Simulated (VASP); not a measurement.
# Ag (P6_3/mmc) in VASP: vibrations by perturbation theory with PBEsol

Aim: the vibrations by perturbation theory of Ag with PBEsol.

Program: VASP 6.6.1. These are calculated values, not measurements. Logs are shortened: lines on timing, memory, paths and dates and some standing lists are left out, and cuts for length are marked.

### Step 1. The cell of the first run

Symmetry: P6_3/mmc, No. 194, hexagonal system. Conventional cell: a = 2.853 Å, b = 2.853 Å, c = 4.730 Å, α = 90.00°, β = 90.00°, γ = 120.00°. Within 3.8 Å of Ag (site symmetry -6m2) lie 12 Ag at 2.85 to 2.88 Å.

### Step 2. Vibrations by perturbation theory, PBEsol

File INCAR:

```
SYSTEM = Ag
ALGO     = Normal         ! electronic algorithm
EDIFF    = 1E-8           ! SCF threshold, eV
ENCUT    = 520            ! plane-wave cutoff, eV
GGA      = PS             ! functional
IBRION   = 8              ! ionic algorithm
ISIF     = 2              ! what is computed and relaxed
ISMEAR   = -1             ! smearing method
LASPH    = .True.         ! aspherical terms in the spheres
LCHARG   = .False.        ! write CHGCAR
LREAL    = .False.        ! projectors in reciprocal space
LWAVE    = .False.        ! write WAVECAR
NBANDS   = 18             ! bands
NELM     = 60             ! most SCF steps
NSW      = 1              ! ionic steps
PREC     = Accurate       ! precision mode
SIGMA    = 0.1            ! smearing width, eV
```

File KPOINTS:

```
k-points
0
Gamma
  15 15 8
  0 0 0
```

File POSCAR:

```
Ag
1.0
    2.8531294341      0.0000000000      0.0000000000
   -1.4265647170      2.4708825702      0.0000000000
    0.0000000000      0.0000000000      4.7295905251
Ag
2
Direct
    0.3333333333      0.6666666667      0.2500000000
    0.6666666667      0.3333333333      0.7500000000
```

Potentials or basis: VASP PAW PBE potentials, release 64 (Ag).

Started as:

```sh
> cat potpaw_PBE.64/Ag/POTCAR > POTCAR
> mpirun -np 1 vasp_std > vasp.out
```

OUTCAR:

```text
SYSTEM = Ag
   EDIFF = 1E-8
   ENCUT = 520
   GGA = PS
   IBRION = 8
   ISIF = 2
   ISMEAR = -1
   LASPH = .True.
   LREAL = .False.
   NELM = 60
   NSW = 1
   PREC = Accurate

 ion  position               nearest neighbor table
   1  0.333  0.667  0.250-   2 2.88   2 2.88   2 2.88   2 2.88   2 2.88   2 2.88
   2  0.667  0.333  0.750-   1 2.88   1 2.88   1 2.88   1 2.88   1 2.88   1 2.88

  LATTYP: Found a hexagonal cell.
 ALAT       =     2.8531294341
 C/A-ratio  =     1.6576852310

  Lattice vectors:

 A1 = (   2.8531294341,   0.0000000000,   0.0000000000)
 A2 = (  -1.4265647170,   2.4708825702,   0.0000000000)
 A3 = (   0.0000000000,   0.0000000000,   4.7295905251)

Analysis of symmetry for initial positions (statically):
=====================================================================
 Subroutine PRICEL returns:
 Original cell was already a primitive cell.

 Routine SETGRP: Setting up the symmetry group for a
 hexagonal supercell.

 Subroutine GETGRP returns: Found 24 space group operations
 (whereof 12 operations were pure point group operations)
 out of a pool of 24 trial point group operations.

The static configuration has the point symmetry D_3d.
 The point group associated with its full space group is D_6h.

Analysis of symmetry for dynamics (positions and initial velocities):
=====================================================================
 Subroutine PRICEL returns:
 Original cell was already a primitive cell.

 Routine SETGRP: Setting up the symmetry group for a
 hexagonal supercell.

 Subroutine GETGRP returns: Found 24 space group operations
 (whereof 12 operations were pure point group operations)
 out of a pool of 24 trial point group operations.

The dynamic configuration has the point symmetry D_3d.
 The point group associated with its full space group is D_6h.

 Subroutine INISYM returns: Found 24 space group operations
 (whereof 12 operations are pure point group operations),
 and found     1 'primitive' translations

[... 669 lines left out ...]
  energy-cutoff  :      520.00
  volume of cell :       33.34
      direct lattice vectors                 reciprocal lattice vectors
     2.853129434  0.000000000  0.000000000     0.350492336  0.202356844  0.000000000
    -1.426564717  2.470882570  0.000000000     0.000000000  0.404713689  0.000000000
     0.000000000  0.000000000  4.729590525     0.000000000  0.000000000  0.211434794

 POSITION                                       TOTAL-FORCE (eV/Angst)
 -----------------------------------------------------------------------------------
     -0.00000      1.64726      1.18240         0.000000      0.000000      0.000000
      1.42656      0.82363      3.54719        -0.000000     -0.000000      0.000000
 -----------------------------------------------------------------------------------
    total drift:                                0.000000     -0.000000      0.000000

  FREE ENERGIE OF THE ION-ELECTRON SYSTEM (eV)
  ---------------------------------------------------
  free  energy   TOTEN  =        -6.6195670968 eV

  energy  without entropy=       -6.6036816553  energy(sigma->0) =       -6.61162438

[... ionic steps 2 to 3 ...]

--------------------------------------- Ionic step        4  -------------------------------------------

------------------------ aborting loop because EDIFF is reached ----------------------------------------

[... ionic steps 5 to 5 ...]

--------------------------------------- Ionic step        6  -------------------------------------------

 Free energy of the ion-electron system (eV)
  ---------------------------------------------------
  ---------------------------------------------------
  free energy    TOTEN  =        -0.31506958 eV

  energy without entropy =       -0.31506958

------------------------ aborting loop because EDIFF is reached ----------------------------------------

 INTERNAL STRAIN TENSOR  FOR ION    1  DIRECTION 3   (eV/Angst):
 -----------------------------------------------------------------------------
     0.00365  0.00000 -0.00000
     0.00000  0.00365  0.00000
     0.00000 -0.00000 -0.00117

 INTERNAL STRAIN TENSOR FOR ION    2 for displacements in x,y,z  (eV/Angst):
          X           Y           Z          XY          YZ          ZX
  --------------------------------------------------------------------------------
  x     0.00000    -0.00000    -0.00000     1.14302     0.00000     0.00000
  y     1.14302    -1.14302     0.00000    -0.00000     0.00000     0.00000
  z    -0.00000    -0.00000    -0.00000    -0.00000     0.00000    -0.00000

 SECOND DERIVATIVES (NOT SYMMETRIZED)
 ------------------------------------
               1X          1Y          1Z          2X          2Y          2Z
  1X    -0.950007   -0.000000    0.000000    0.950007    0.000000    0.000000
  1Y    -0.000000   -0.950007    0.000000    0.000000    0.950007    0.000000
  1Z     0.000000   -0.000000   -5.902543   -0.000000    0.000000    5.902543
  2X     0.950007    0.000000    0.000000   -0.950007   -0.000000    0.000000
  2Y     0.000000    0.950007    0.000000   -0.000000   -0.950007    0.000000
  2Z    -0.000000    0.000000    5.902543    0.000000   -0.000000   -5.902543

 Eigenvectors and eigenvalues of the dynamical matrix
 ----------------------------------------------------

   1 f  =    5.171767 THz    32.495172 2PiTHz  172.511589 cm-1    21.388701 meV
             X         Y         Z           dx          dy          dz
     -0.000000  1.647255  1.182398    -0.000000    0.000000    0.707107
      1.426565  0.823628  3.547193     0.000000    0.000000   -0.707107
[... 16 lines left out ...]
   5 f  =    0.000000 THz     0.000000 2PiTHz    0.000000 cm-1     0.000000 meV
             X         Y         Z           dx          dy          dz
     -0.000000  1.647255  1.182398    -0.000000    0.000000    0.707107
      1.426565  0.823628  3.547193     0.000000    0.000000    0.707107

   6 f/i=    0.000000 THz     0.000000 2PiTHz    0.000001 cm-1     0.000000 meV
             X         Y         Z           dx          dy          dz
     -0.000000  1.647255  1.182398     0.024056   -0.706697   -0.000000
      1.426565  0.823628  3.547193     0.024056   -0.706697    0.000000

--------------------------------------------------------------------------------------------------------

 ELASTIC MODULI CONTR FROM IONIC RELAXATION (kBar)
 Direction    XX          YY          ZZ          XY          YZ          ZX
 --------------------------------------------------------------------------------
 XX         -66.0840     66.0840      0.0000     -0.0000      0.0000     -0.0000
 YY          66.0840    -66.0840      0.0000     -0.0000      0.0000     -0.0000
 ZZ           0.0000      0.0000     -0.0000      0.0000      0.0000     -0.0000
 XY          -0.0000     -0.0000      0.0000    -66.0840      0.0000     -0.0000
 YZ           0.0000      0.0000      0.0000      0.0000     -0.0000      0.0000
 ZX          -0.0000     -0.0000     -0.0000     -0.0000      0.0000     -0.0000
 --------------------------------------------------------------------------------
```

OSZICAR:

```text
N       E                     dE             d eps       ncg     rms          rms(c)
DAV:   1     0.125637955241E+03    0.12564E+03   -0.11884E+04  4876   0.123E+03
DAV:   2    -0.520282335364E+01   -0.13084E+03   -0.12428E+03  5024   0.270E+02
DAV:   3    -0.732956435003E+01   -0.21267E+01   -0.21187E+01  5714   0.388E+01
DAV:   4    -0.733571500760E+01   -0.61507E-02   -0.61502E-02  5256   0.204E+00
[... 35 lines left out ...]
RMM:   6    -0.315086705280E+00    0.66032E-05   -0.33523E-07 11958   0.319E-03    0.687E-04
RMM:   7    -0.315074387820E+00    0.12317E-04    0.23366E-07 12214   0.975E-04    0.245E-04
RMM:   8    -0.315070129235E+00    0.42586E-05   -0.50207E-09 11963   0.371E-04    0.228E-05
RMM:   9    -0.315069584416E+00    0.54482E-06    0.73617E-09 12486   0.637E-05    0.592E-06
RMM:  10    -0.315069579071E+00    0.53457E-08   -0.80002E-08 12364   0.163E-05    0.232E-06
 Linear response finished
```

Wall time 19 min (1 thread of AMD EPYC 7R13, shared host); peak memory 0.66 GiB.

Results:

* Highest phonon frequency at Γ: 173 cm⁻¹

Phonon frequencies in cm⁻¹ (negative: imaginary):
| q point | frequencies |
| --- | --- |
| (0.000, 0.000, 0.000) | 0 0 0 69 69 173 |
